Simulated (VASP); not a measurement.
# ZnS (P3m1) in VASP: single point with PBE

Aim: the single point of ZnS with PBE.

Everything below comes from runs of VASP 6.6.1. Logs are shortened: lines on timing, memory, paths and dates and some standing lists are left out, and cuts for length are marked.

**1. The cell of the first run**

The structure is trigonal, space group P3m1 (No. 156). Conventional cell: a = 3.811 Å, b = 3.811 Å, c = 13.468 Å, α = 90.00°, β = 90.00°, γ = 120.00°. Within 3.1 Å of Zn (site symmetry 3m) lie 3 S at 2.31 Å. Zn (site symmetry 3m) has 4 S at 2.31 to 2.40 Å within 3.1 Å. Within 3.1 Å of Zn (site symmetry 3m) lie 4 S at 2.31 to 2.40 Å. Within 3.1 Å of Zn (site symmetry 3m) lie 4 S at 2.31 to 2.40 Å. Within 3.1 Å of S (site symmetry 3m) lie 3 Zn at 2.31 Å. Within 3.1 Å of S (site symmetry 3m) lie 4 Zn at 2.31 to 2.40 Å. Within 3.1 Å of S (site symmetry 3m) lie 4 Zn at 2.31 to 2.40 Å. S (site symmetry 3m) has 4 Zn at 2.31 to 2.40 Å within 3.1 Å.

**2. Single point, PBE (the distance across one plane changed)**

INCAR reads:

```
PREC = Accurate
ENCUT = 520
EDIFF = 1E-6
ISMEAR = 0
SIGMA = 0.05
LREAL = F
LASPH = T
NELM = 100
ALGO = Normal
ISIF = 2
LWAVE = F
LCHARG = F
GGA = PE
NBANDS = 46
```

KPOINTS reads:

```
regular mesh
0
Gamma
  8 8 3
```

POSCAR reads:

```
ZnS
1.0
   -3.8109987816      0.0000000000      0.0000000000
   -1.9054993908     -3.3004217586      0.0000000000
    0.0000000000      0.0000000000     13.4680000000
Zn S
4 4
Direct
    0.3333333333      0.3333333333      0.8366464954
    0.3333333333      0.3333333333      0.3737715325
    0.6666666667      0.6666666667      0.1423340511
    0.6666666667      0.6666666667      0.6052090140
    0.3333333333      0.3333333333      0.0891034304
    0.3333333333      0.3333333333      0.5519783932
    0.6666666667      0.6666666667      0.3205409118
    0.6666666667      0.6666666667      0.7834158747
```

Potentials or basis: VASP PAW PBE potentials, release 64 (Zn, S).

Run with:

```console
> cat potpaw_PBE.64/Zn/POTCAR potpaw_PBE.64/S/POTCAR > POTCAR
> mpirun -np 1 vasp_std > vasp.out
```

OUTCAR:

```text
PREC = Accurate
   ENCUT = 520
   EDIFF = 1E-6
   ISMEAR = 0
   LREAL = F
   LASPH = T
   NELM = 100
   ISIF = 2
   GGA = PE

 ion  position               nearest neighbor table
   1  0.333  0.333  0.837-   8 2.31   8 2.31   8 2.31
   2  0.333  0.333  0.374-   7 2.31   7 2.31   7 2.31   6 2.40
   3  0.667  0.667  0.142-   5 2.31   5 2.31   5 2.31   7 2.40
   4  0.667  0.667  0.605-   6 2.31   6 2.31   6 2.31   8 2.40
   5  0.333  0.333  0.089-   3 2.31   3 2.31   3 2.31
   6  0.333  0.333  0.552-   4 2.31   4 2.31   4 2.31   2 2.40
   7  0.667  0.667  0.321-   2 2.31   2 2.31   2 2.31   3 2.40
   8  0.667  0.667  0.783-   1 2.31   1 2.31   1 2.31   4 2.40

  LATTYP: Found a hexagonal cell.
 ALAT       =     3.8109987816
 C/A-ratio  =     3.5339817124

  Lattice vectors:

 A1 = (   1.9054993908,   3.3004217586,   0.0000000000)
 A2 = (  -3.8109987816,   0.0000000000,   0.0000000000)
 A3 = (   0.0000000000,   0.0000000000,  13.4680000000)

Analysis of symmetry for initial positions (statically):
=====================================================================
 Subroutine PRICEL returns:
 Original cell was already a primitive cell.

 Routine SETGRP: Setting up the symmetry group for a
 hexagonal supercell.

 Subroutine GETGRP returns: Found  6 space group operations
 (whereof  6 operations were pure point group operations)
 out of a pool of 24 trial point group operations.

The static configuration has the point symmetry C_3v.

Analysis of symmetry for dynamics (positions and initial velocities):
=====================================================================
 Subroutine PRICEL returns:
 Original cell was already a primitive cell.

 Routine SETGRP: Setting up the symmetry group for a
 hexagonal supercell.

 Subroutine GETGRP returns: Found  6 space group operations
 (whereof  6 operations were pure point group operations)
 out of a pool of 24 trial point group operations.

The dynamic configuration has the point symmetry C_3v.

 Subroutine INISYM returns: Found  6 space group operations
 (whereof  6 operations are pure point group operations),
 and found     1 'primitive' translations

----------------------------------------------------------------------------------------

                                     Primitive cell

  volume of cell :     169.3992

  direct lattice vectors                    reciprocal lattice vectors
    -3.810998782  0.000000000  0.000000000    -0.262398405  0.151495789  0.000000000
    -1.905499391 -3.300421759  0.000000000     0.000000000 -0.302991579  0.000000000
     0.000000000  0.000000000 13.468000000     0.000000000  0.000000000  0.074250074

  length of vectors
     3.810998782  3.810998782 13.468000000     0.302991579  0.302991579  0.074250074

  position of ions in fractional coordinates (direct lattice)
     0.333333333  0.333333333  0.836646495
     0.333333333  0.333333333  0.373771533
     0.666666667  0.666666667  0.142334051
     0.666666667  0.666666667  0.605209014
     0.333333333  0.333333333  0.089103430
     0.333333333  0.333333333  0.551978393
     0.666666667  0.666666667  0.320540912
     0.666666667  0.666666667  0.783415875

  ion indices of the primitive-cell ions
   primitive index   ion index
                 1           1
                 2           2
                 3           3
                 4           4
                 5           5
                 6           6
                 7           7
                 8           8

----------------------------------------------------------------------------------------

 KPOINTS: regular mesh

Automatic generation of k-mesh.
 Grid dimensions read from file:
 generate k-points for:    8    8    3

 Generating k-lattice:

  Cartesian coordinates                     Fractional coordinates (reciprocal lattice)
    -0.032799801  0.018936974  0.000000000     0.125000000  0.000000000  0.000000000
     0.000000000 -0.037873947  0.000000000     0.000000000  0.125000000  0.000000000
     0.000000000  0.000000000  0.024750025     0.000000000  0.000000000  0.333333333

  Length of vectors
     0.037873947  0.037873947  0.024750025

  Shift w.r.t. Gamma in fractional coordinates (k-lattice)
     0.000000000  0.000000000  0.000000000

 Subroutine IBZKPT returns following result:
 ===========================================

 Found     25 irreducible k-points:

 Following reciprocal coordinates:
            Coordinates               Weight
  0.000000  0.000000  0.000000      1.000000
  0.125000  0.000000  0.000000      6.000000
  0.250000  0.000000  0.000000      6.000000
  0.375000  0.000000  0.000000      6.000000
  0.500000  0.000000  0.000000      3.000000
  0.250000  0.125000  0.000000      6.000000
[... 16 lines left out ...]
  0.375000  0.500000  0.333333     12.000000
  0.500000  0.250000  0.333333     12.000000
   k-points           NKPTS =     25   k-points in BZ     NKDIM =     25   number of bands    NBANDS=     46
   number of dos      NEDOS =    301   number of ions     NIONS =      8
   total plane-waves  NPLWV =  78400
   dimension x,y,z NGX =    28 NGY =   28 NGZ =  100
   dimension x,y,z NGXF=    56 NGYF=   56 NGZF=  200
   ions per type =               4   4
   NGX,Y,Z   is equivalent  to a cutoff of  12.21, 12.21, 12.34 a.u.
   NGXF,Y,Z  is equivalent  to a cutoff of  24.43, 24.43, 24.69 a.u.
 SYSTEM =  unknown system
   PREC   = accura    normal or accurate (medium, high low for compatibility)
   ISTART =      0    job   : 0-new  1-cont  2-samecut
   ICHARG =      2    charge: 1-file 2-atom 10-const
   ISPIN  =      1    spin polarized calculation?
   LNONCOLLINEAR =      F non collinear calculations
   LSORBIT =      F    spin-orbit coupling
   LASPH  =      T    aspherical Exc in radial PAW
   ENCUT  =  520.0 eV  38.22 Ry    6.18 a.u.   7.09  7.09 25.04*2*pi/ulx,y,z
   NELM   =    100;   NELMIN=  2; NELMDL= -5     # of ELM steps
   EDIFF  = 0.1E-05   stopping-criterion for ELM
   LREAL  =      F    real-space projection
   EDIFFG = 0.1E-04   stopping-criterion for IOM
   NSW    =      0    number of steps for IOM
   IBRION =     -1    ionic relax: 0-MD 1-quasi-New 2-CG
   NFREE  =      0    steps in history (QN), initial steepest desc. (CG)
   ISIF   =      2    stress and relaxation
   ISYM   =      2    0-nonsym 1-usesym 2-fastsym
   POTIM  = 0.5000    time-step for ionic-motion
   TEBEG  =    0.0;   TEEND  =   0.0 temperature during run
   PSTRESS=    0.0 pullay stress
   NELECT =      72.0000    total number of electrons
   NUPDOWN=      -1.0000    fix difference up-down
   EMIN   =  10.00;   EMAX   =-10.00  energy-range for DOS
   EFERMI =   0.00;   METHOD = LEGACY
   ISMEAR =     0;   SIGMA  =   0.05  broadening in eV -4-tet -1-fermi 0-gaus
   EFERMI_NEDOS =   21; number of points for ismear=-14 and -15
   IALGO  =     38    algorithm
   IMIX   =      4    mixing-type and parameters
     AMIX     =   0.40;   BMIX     =  1.00
     AMIX_MAG =   1.60;   BMIX_MAG =  1.00
  volume/ion in A,a.u.               =      21.17       142.90
  Fermi-wavevector in a.u.,A,eV,Ry     =   1.230879  2.326023 20.613671  1.515062
  Thomas-Fermi vector in A             =   2.365710
   LORBIT       =      0    0 simple, 1 ext, 2 COOP (PROOUT), +10 PAW based schemes
   GGA     = PE    functional components
   LHFCALC =     F    Hartree Fock is set to
   AEXX    =    0.0000 exact exchange contribution
   IVDW    =     0    specifies the selected vdW correction
   LEPSILON=     F    determine dielectric tensor
   LRPA    =     F    only Hartree local field effects (RPA)
 non-spin polarized calculation
 Gauss-broadening in eV      SIGMA  =   0.05
  energy-cutoff  :      520.00
  volume of cell :      169.40
 maximum number of plane-waves:      4583
   NGX = 15   NGY = 15   NGZ = 51

 number of electron      71.9999968 magnetization

 Free energy of the ion-electron system (eV)
  ---------------------------------------------------
  ext. energy  EPLUGINS =         0.00000000
  ---------------------------------------------------
  free energy    TOTEN  =       -26.49285566 eV

  energy without entropy =      -26.49285566  energy(sigma->0) =      -26.49285566

 E-fermi :   2.6693     XC(G=0):  -9.2375

 val. band max:        2.4064060564   @ k =   0.0000   0.0000   0.0000
 cond. band min:       2.9973417979   @ k =   0.0000   0.0000   0.0000
 fundamental gap:      0.5909357415
 Fermi energy:         2.6693114429

 k-point     1 :       0.0000    0.0000    0.0000
  band No.  band energies     occupation
      1     -12.2047      2.00000
      2     -11.5040      2.00000
      3     -10.7770      2.00000
      4      -9.7662      2.00000
      5      -5.7048      2.00000
      6      -5.7048      2.00000
[... 38 lines left out ...]
     45       8.0330      0.00000
     46       8.0330      0.00000

 k-point     2 :       0.1250    0.0000    0.0000
  band No.  band energies     occupation
      1     -12.1118      2.00000
      2     -11.4177      2.00000
      3     -10.6914      2.00000
      4      -9.6817      2.00000
      5      -5.7037      2.00000
      6      -5.6763      2.00000
[... 38 lines left out ...]
     45       7.9063      0.00000
     46       8.4508      0.00000

 k-point     3 :       0.2500    0.0000    0.0000
  band No.  band energies     occupation
      1     -11.8713      2.00000
      2     -11.1968      2.00000
      3     -10.4722      2.00000
      4      -9.4657      2.00000
      5      -5.6837      2.00000
      6      -5.6079      2.00000
[... 1018 lines left out ...]
     45       8.1869      0.00000
     46       8.9283      0.00000

 k-point    24 :       0.5000    0.2500    0.3333
  band No.  band energies     occupation
      1     -11.4876      2.00000
      2     -10.8537      2.00000
      3     -10.1313      2.00000
      4      -9.1306      2.00000
      5      -5.5563      2.00000
      6      -5.4624      2.00000
[... 38 lines left out ...]
     45       8.7416      0.00000
     46       8.8055      0.00000

 [... further k-points ...]

------------------------ aborting loop because EDIFF is reached ----------------------------------------

  FORCE on cell =-STRESS in cart. coord.  units (eV):
  Direction    XX          YY          ZZ          XY          YZ          ZX
  --------------------------------------------------------------------------------------
  -------------------------------------------------------------------------------------
  Total        2.2243171      2.2243171     -1.0732299      0.0000000      0.0000000      0.0000000
  in kB       21.0375872     21.0375872    -10.1506066      0.0000000      0.0000000      0.0000000
  external PRESSURE =      10.6415226 kB  Pullay stress =       0.0000000 kB

 VOLUME and BASIS-vectors are now :
 -----------------------------------------------------------------------------
  energy-cutoff  :      520.00
  volume of cell :      169.40
      direct lattice vectors                 reciprocal lattice vectors
    -3.810998782  0.000000000  0.000000000    -0.262398405  0.151495789  0.000000000
    -1.905499391 -3.300421759  0.000000000     0.000000000 -0.302991579  0.000000000
     0.000000000  0.000000000 13.468000000     0.000000000  0.000000000  0.074250074

 POSITION                                       TOTAL-FORCE (eV/Angst)
 -----------------------------------------------------------------------------------
     -1.90550     -1.10014     11.26796        -0.000000     -0.000000      0.526748
     -1.90550     -1.10014      5.03395         0.000000      0.000000     -0.151672
     -3.81100     -2.20028      1.91696        -0.000000     -0.000000     -0.217864
     -3.81100     -2.20028      8.15096         0.000000      0.000000     -0.139578
     -1.90550     -1.10014      1.20005         0.000000     -0.000000     -0.908109
     -1.90550     -1.10014      7.43404         0.000000     -0.000000      0.139846
     -3.81100     -2.20028      4.31705         0.000000     -0.000000      0.158252
     -3.81100     -2.20028     10.55105         0.000000     -0.000000      0.592376
 -----------------------------------------------------------------------------------
    total drift:                               -0.000000     -0.000000     -0.000869

  FREE ENERGIE OF THE ION-ELECTRON SYSTEM (eV)
  ---------------------------------------------------
  free  energy   TOTEN  =       -26.4928556600 eV

  energy  without entropy=      -26.4928556600  energy(sigma->0) =      -26.49285566
```

It took 6.2 min on 1 thread of AMD EPYC 7R13, shared host; peak memory 0.31 GiB.

What came out:

* Free energy: -26.4929 eV
* Pressure: 1.1 GPa
* Largest force: 0.908 eV/Å
* Band gap on the k mesh: 0.59 eV

Forces in eV/Å, atoms in the order of the input:
```
Zn   0.000  0.000  0.527
Zn   0.000  0.000 -0.152
Zn   0.000  0.000 -0.218
Zn   0.000  0.000 -0.140
S    0.000  0.000 -0.908
S    0.000  0.000  0.140
S    0.000  0.000  0.158
S    0.000  0.000  0.592
```

Stress tensor (GPa, compression positive):
```
 2.10  0.00  0.00
 0.00  2.10  0.00
 0.00  0.00 -1.02
```

Caveat: the cell differs from its parent crystal (the distance across one plane changed); semilocal functionals underestimate gaps, and a narrow one can read as zero. A k mesh can miss the band edges.
